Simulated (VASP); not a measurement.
A run of VASP 6.6.1 is set up as follows.

File INCAR:

```
ALGO = Normal ; EDIFF = 1E-6
EDIFFG = -0.002 ; ENCUT = 600
GGA = PS ; IBRION = 2
ISIF = 3 ; ISMEAR = 0
LASPH = True ; LCHARG = False
LREAL = False ; LWAVE = False
NELM = 80 ; NSW = 100
PREC = Accurate ; SIGMA = 0.02
```

KPOINTS

```
k-points
0
Gamma
  8 6 8
```

Contents of POSCAR:

```
ScAl3N4
1.0
   -3.2093138032      0.0000000000      0.0000000000
    0.0000000000      5.6061117837     -0.0022854099
    1.6046569016     -2.8009827712     -5.0352850055
Sc Al N
1 3 4
Direct
    0.0059270988      0.3364758500      0.0118541976
    0.5000611080      0.8364334066      0.0001222160
    0.7538711306      0.4169486235      0.5077422612
    0.2462543450      0.9171216428      0.4925086900
    0.8003799057      0.1309301442      0.6007598115
    0.3054791675      0.6425194842      0.6109583349
    0.5672647508      0.2131272705      0.1345295016
    0.0567624936      0.7424435781      0.1135249872
```

Potentials or basis: VASP PAW PBE potentials, release 64 (Sc_sv, Al, N).

Launch:

```bash
$ cat potpaw_PBE.64/Sc_sv/POTCAR potpaw_PBE.64/Al/POTCAR potpaw_PBE.64/N/POTCAR > POTCAR
$ mpirun -np 1 vasp_std > vasp.out
```

(1) Estimate the relaxed cell.

(2) Predict the band gap on the k mesh.

## Answers

(1) a = 3.209 Å, b = 5.604 Å, c = 5.986 Å, α = 117.87°, β = 105.54°, γ = 90.00°.

(2) 3.63 eV (least direct gap 3.74 eV).
